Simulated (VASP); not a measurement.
A run of VASP 6.6.1 is set up as follows.

INCAR

```
SYSTEM = Al6Cu4HF
ALGO = Normal
DIPOL = 0.5 0.5 0.479
EDIFF = 1E-6
ENCUT = 520
GGA = PS
IDIPOL = 3
ISIF = 2
ISMEAR = 0
LASPH = .TRUE.
LCHARG = .FALSE.
LDIPOL = .TRUE.
LREAL = .FALSE.
LWAVE = .FALSE.
NBANDS = 47
NELM = 100
PREC = Accurate
SIGMA = 0.1
```

Contents of KPOINTS:

```
k-points
0
G
  7 7 1
  0 0 0
```

The input POSCAR:

```
Al6Cu4HF
1.0
    4.8278486177      0.0000000000      0.0000000000
   -2.4139243088      4.2377626288      0.0000000000
    0.0000000000      0.0000000000     25.3248846054
Al Cu F H
6 4 1 1
Direct
    0.7500000000      0.5000000000      0.3356382520
    0.2500000000      0.5000000000      0.3963343618
    0.9107326843      0.8211626705      0.4488295855
    0.5910416410      0.1814837277      0.4484756973
    0.2535884924      0.5060311463      0.5074613023
    0.7491628429      0.4969700678      0.5578614886
    0.7500000000      0.0000000000      0.3659863068
    0.2500000000      0.0000000000      0.3659863068
    0.2522614095      0.0050242392      0.5326567289
    0.7538537488      0.0050728875      0.5327100278
    0.8404534291      0.6838634842      0.6360676501
    0.9390892986      0.8885324954      0.6173121221
```

Potentials or basis: VASP PAW PBE potentials, release 64 (Al, Cu, F, H).

Launch:

```sh
$ cat potpaw_PBE.64/Al/POTCAR potpaw_PBE.64/Cu/POTCAR potpaw_PBE.64/F/POTCAR potpaw_PBE.64/H/POTCAR > POTCAR
$ mpirun -np 1 vasp_std > vasp.out
```

Question: Predict the largest force.

Answer: 0.560 eV/Å.

Question: What does it give for the band gap on the k mesh?

Answer: Zero (band 35 reaches -0.19 eV, above the bottom of band 36 at -1.32 eV).

Forces in eV/Å, atoms in the order of the input:
```
Al   0.001 -0.032  0.560
Al   0.000  0.009 -0.184
Al   0.001 -0.009  0.003
Al   0.000  0.008  0.001
Al   0.001 -0.001 -0.018
Al   0.000 -0.011  0.000
Cu   0.010  0.011 -0.206
Cu  -0.008  0.012 -0.204
Cu  -0.005 -0.001  0.022
Cu   0.004 -0.001  0.023
F   -0.001 -0.178  0.094
H   -0.003  0.193 -0.091
```

Caveat: the PAW data sets were made with another functional, which shifts forces and pressure a little. With open d or f shells a metallic result of PBEsol can be an artefact of self-interaction; +U or a hybrid may open a gap.
